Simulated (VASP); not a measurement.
Input of a VASP 6.6.1 run:

File INCAR:

```
PREC = Accurate ; ENCUT = 410
EDIFF = 1E-6 ; ISMEAR = -1
SIGMA = 0.1 ; LREAL = False
LASPH = True ; NELM = 120
ALGO = Normal ; ISIF = 2
LWAVE = False ; LCHARG = True
LELF = True ; LVHAR = True
NBANDS = 110 ; GGA_COMPAT = False
```

KPOINTS

```
regular mesh
0
Gamma
  3 2 3
```

The input POSCAR:

```
Re
1.0
    5.5200000000      0.0000000000      0.0000000000
   -4.1400000000      7.1706900000      0.0000000000
    0.0000000000      0.0000000000      4.4574000000
Re
13
Direct
    0.0731708544      0.0209348472      0.1607886681
    0.1850530906      0.2538012616      0.5247406712
   -0.0409697775      0.3061520739     -0.0134640803
    0.0912046876      0.5142852450      0.4550311849
   -0.0350203745      0.6515098567     -0.0221035414
    0.1758177435      0.8454760726      0.5177760289
    0.4606129588      0.0007947335     -0.0449302446
    0.6295807691      0.1914127009      0.4688444227
    0.5012292790      0.3267179259     -0.0175369407
    0.6631753340      0.5424787417      0.4559685264
    0.4264368907      0.6023290266     -0.1226945695
    0.8142668595      0.9429246949      0.7203340814
    0.5500136848      0.8025167195      0.2896523927
```

Potentials or basis: VASP PAW LDA potentials, release 64 (Re_sv_GW).

Launch:

```console
$ cat potpaw_LDA.64/Re_sv_GW/POTCAR > POTCAR
$ mpirun -np 1 vasp_std > vasp.out
```

**Question.** What does it give for the largest force?

**Answer.** 0.095 eV/Å.

**Question.** Predict the pressure.

**Answer.** 45.8 GPa.

**Question.** What does it give for the band gap on the k mesh?

**Answer.** Zero (an odd number of electrons rules out a gap without spin polarisation).

Stress tensor (GPa, compression positive):
```
40.98  7.57  1.38
 7.57 45.33  7.99
 1.38  7.99 51.08
```

Caveat: the k points lie up to 0.47 Å⁻¹ apart, too coarse for converged energies and pressures of a metal; spin-orbit coupling is left out, which moves the levels of the heavy elements.
